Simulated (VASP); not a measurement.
## SrTaO2: relaxation of cell and atoms with PBE

The system is SrTaO2.

```xyz
16
Lattice="3.8500 0.0000 0.0000 0.0000 3.8500 0.0000 0.0000 0.0000 16.4000" Properties=species:S:1:pos:R:3 pbc="T T T"
Sr    1.9250    0.0000    9.7580
Sr    1.9250    0.0000   13.5300
Sr    0.0000    1.9250    6.6420
Sr    0.0000    1.9250    2.8700
Ta    0.0000    1.9250   11.5948
Ta    0.0000    1.9250   15.7440
Ta    1.9250    0.0000    4.8052
Ta    1.9250    0.0000    0.6560
O     1.9250    1.9250   11.5948
O     0.0000    0.0000   11.5948
O     0.0000    1.9250   13.6448
O     0.0000    1.9250    9.5448
O     1.9250    1.9250    4.8052
O     0.0000    0.0000    4.8052
O     1.9250    0.0000    2.7552
O     1.9250    0.0000    6.8552
```

| Item | Value |
| --- | --- |
| Program | VASP 6.6.1 |
| Task | relaxation of cell and atoms |
| Functional | PBE |
| Potentials or basis | VASP PAW PBE potentials, release 64 (Sr_sv, Ta_pv, O) |
| Cutoff | 600 eV |
| k mesh | 4 × 4 × 1 |
| Occupations | gaussian, width 0.2 eV |
| Spin | no spin polarisation |
| Dipole correction | no |
| Further INCAR settings | LREAL = Auto; ALGO = Normal; EDIFF = 1e-07; IBRION = 2; EDIFFG = -0.08; NSW = 36; ISIF = 3 |

```json
{
  "Relaxed volume": "15.65 Å³/atom",
  "Relaxed cell": "a = 3.956 Å, b = 3.956 Å, c = 16.000 Å, α = 90.00°, β = 90.00°, γ = 90.00°",
  "Space group after relaxing (to 0.1 Å)": "P4/nmm (No. 129)",
  "Energy gained by relaxing": "93.7 meV/atom",
  "Ionic steps": "17",
  "Pressure after relaxing": "-0.3 GPa",
  "Largest force after relaxing": "0.036 eV/Å",
  "Band gap on the k mesh": "zero (bands 66 and 67 overlap by 0.35 eV)"
}
```

Forces in eV/Å, atoms in the order of the input:
```
Sr   0.000  0.000  0.000
Sr   0.000  0.000  0.020
Sr   0.000  0.000  0.000
Sr   0.000  0.000 -0.020
Ta   0.000  0.000  0.036
Ta   0.000  0.000 -0.024
Ta   0.000  0.000 -0.036
Ta   0.000  0.000  0.024
O    0.000  0.000 -0.016
O    0.000  0.000 -0.016
O    0.000  0.000 -0.025
O    0.000  0.000 -0.026
O    0.000  0.000  0.016
O    0.000  0.000  0.016
O    0.000  0.000  0.025
O    0.000  0.000  0.026
```

Stress tensor (GPa, compression positive):
```
-0.15  0.00  0.00
 0.00 -0.15  0.00
 0.00  0.00 -0.51
```

The path:
```tsv
step	energy change (eV)	largest force (eV/Å)	pressure (GPa)	volume (Å³)
1	0.0000	1.8584	9.48	243.09
2	-0.3836	0.5772	-10.15	275.94
3	-0.8264	1.1200	-3.15	261.17
4	-1.2379	0.6044	-1.82	256.41
5	-1.3178	0.8546	-0.47	253.14
6	-1.3193	0.8246	-0.66	253.55
7	-1.4152	0.4204	0.40	250.04
8	-1.4204	0.5579	0.79	249.01
9	-1.4585	0.3667	-0.46	250.41
10	-1.4587	0.3422	-0.38	250.31
11	-1.4752	0.2023	0.29	249.30
12	-1.4761	0.1650	0.49	249.02
13	-1.4849	0.1463	-0.24	250.39
14	-1.4850	0.1692	-0.33	250.55
15	-1.4934	0.1222	-0.07	250.15
16	-1.4962	0.1075	0.19	249.77
17	-1.4993	0.0357	-0.27	250.43
```

Final structure:
```
Sr Ta O
1.0
     3.95627    0.00000    0.00000
     0.00000    3.95627    0.00000
     0.00000    0.00000   15.99980
Sr Ta O
4 4 8
Direct
  0.50000 0.00000 0.58207
  0.50000 0.00000 0.83144
  0.00000 0.50000 0.41793
  0.00000 0.50000 0.16856
  0.00000 0.50000 0.70495
  0.00000 0.50000 0.96910
  0.50000 0.00000 0.29505
  0.50000 0.00000 0.03090
  0.50000 0.50000 0.70121
  0.00000 0.00000 0.70121
  0.00000 0.50000 0.83177
  0.00000 0.50000 0.57186
  0.50000 0.50000 0.29879
  0.00000 0.00000 0.29879
  0.50000 0.00000 0.16823
  0.50000 0.00000 0.42814
```

Levels at points of the mesh, in eV from the Fermi level:
| k point | band 62 | band 63 | band 64 | band 65 | band 66 | band 67 | band 68 | band 69 | band 70 | band 71 |
| --- | --- | --- | --- | --- | --- | --- | --- | --- | --- | --- |
| (0.00, 0.00, 0.00) | -2.23 | -1.26 | -1.25 | -1.12 | -0.62 | -0.23 | -0.23 | -0.22 | -0.22 | 0.80 |
| (0.50, 0.00, 0.00) | -2.56 | -0.58 | -0.58 | -0.40 | -0.40 | 0.30 | 0.30 | 1.65 | 1.65 | 1.76 |
| (0.50, 0.50, 0.00) | -1.70 | -0.54 | -0.54 | 0.13 | 0.13 | 1.45 | 1.45 | 1.68 | 1.68 | 1.77 |

Wall time 43 min on 1 thread of AMD EPYC 9R45 96-Core Processor (Zen 5), with other jobs on the host, peak memory 0.44 GiB.

Caveat: the k points lie up to 0.40 Å⁻¹ apart in the final cell; spin-orbit coupling is left out, which moves the levels of the heavy elements; the relaxation stopped at a loose force limit of 0.08 eV/Å, so its end isn't a converged minimum.
